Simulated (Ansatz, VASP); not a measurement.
**One calculation of Ta, two programs**

The input INCAR:

```
ALGO     = Fast           # electronic algorithm
EDIFF    = 1E-6           # SCF threshold, eV
ENCUT    = 520            # plane-wave cutoff, eV
GGA      = PS             # functional
ISIF     = 2              # what is computed and relaxed
ISMEAR   = 0              # smearing method
LASPH    = True           # aspherical terms in the spheres
LCHARG   = False          # write CHGCAR
LREAL    = Auto         
LWAVE    = False          # write WAVECAR
NBANDS   = 102            # bands
NELM     = 100            # most SCF steps
PREC     = Accurate       # precision mode
SIGMA    = 0.15           # smearing width, eV
```

Contents of KPOINTS:

```
k-points
0
Gamma
  9 9 3
```

POSCAR

```
Ta
1.0
   -4.9704540615      0.0000000000      0.0000000000
   -2.4852270307     -4.3045394856      0.0000000000
    0.0000000000      0.0000000000     16.7367392103
Ta
16
Direct
    0.3231711699      0.6768288301      0.5000000000
    0.3231711699      0.6768288301      0.0000000000
    0.6768288301      0.0000000000      0.0000000000
    0.6768288301      0.0000000000      0.5000000000
    0.0000000000      0.3231711699      0.5000000000
    0.0000000000      0.3231711699      0.0000000000
    0.6768288301      0.3231711699      0.2500000000
    0.6768288301      0.3231711699      0.7500000000
    0.3231711699      1.0000000000      0.2500000000
    0.3231711699      1.0000000000      0.7500000000
    0.0000000000      0.6768288301      0.2500000000
    0.0000000000      0.6768288301      0.7500000000
    0.6666666667      0.6666666667      0.3750000000
    0.6666666667      0.6666666667      0.8750000000
    0.3333333333      0.3333333333      0.1250000000
    0.3333333333      0.3333333333      0.6250000000
```

Input for Ansatz:

```yaml
crystal:
  lattice:
    - [-4.9704540615, 0.0, 0.0]
    - [-2.4852270307, -4.3045394856, 0.0]
    - [0.0, 0.0, 16.7367392103]
  atoms:
    - { symbol: Ta, position: [0.3231711699, 0.6768288301, 0.5] }
    - { symbol: Ta, position: [0.3231711699, 0.6768288301, 0.0] }
    - { symbol: Ta, position: [0.6768288301, 0.0, 0.0] }
    - { symbol: Ta, position: [0.6768288301, 0.0, 0.5] }
    - { symbol: Ta, position: [0.0, 0.3231711699, 0.5] }
    - { symbol: Ta, position: [0.0, 0.3231711699, 0.0] }
    - { symbol: Ta, position: [0.6768288301, 0.3231711699, 0.25] }
    - { symbol: Ta, position: [0.6768288301, 0.3231711699, 0.75] }
    - { symbol: Ta, position: [0.3231711699, 1.0, 0.25] }
    - { symbol: Ta, position: [0.3231711699, 1.0, 0.75] }
    - { symbol: Ta, position: [0.0, 0.6768288301, 0.25] }
    - { symbol: Ta, position: [0.0, 0.6768288301, 0.75] }
    - { symbol: Ta, position: [0.6666666667, 0.6666666667, 0.375] }
    - { symbol: Ta, position: [0.6666666667, 0.6666666667, 0.875] }
    - { symbol: Ta, position: [0.3333333333, 0.3333333333, 0.125] }
    - { symbol: Ta, position: [0.3333333333, 0.3333333333, 0.625] }
basis:
  ecutwfc: 420
kpoints:
  mp_grid: { grid: [9, 9, 3] }
hamiltonian:
  xc: pbesol
scf:
  occupations: { method: gaussian, width: 0.15 }
output:
  forces: true
  stress: true
  eigenvalues: true
```

Alike in both runs: task single point; functional PBEsol; k mesh 9 × 9 × 3; occupations gaussian, width 0.15 eV; no spin polarisation.

|  | VASP | Ansatz |
| --- | --- | --- |
| version | VASP 6.6.1 | Ansatz 0.2.0 |
| potentials or method | VASP PAW PBE potentials, release 64 (Ta_pv), cutoff 520 eV | scalar-relativistic, plane waves, PAW |
| valence electrons in the cell | 176 | 208 |

VASP gave:

- gap on the k mesh at the Fermi level (eV): none
- pressure (GPa): 0.2

Estimate Ansatz's values.

gap on the k mesh at the Fermi level (eV): none; pressure (GPa): 0.1.

VASP's potentials were made for PBE, not for PBEsol. A gap of «none» marks a metal or a gap that the smearing closes. VASP's potentials hold 176 valence electrons a cell and Ansatz's 208, so a difference there can come from the potentials and not from the codes.

Neither program's run includes spin-orbit coupling.
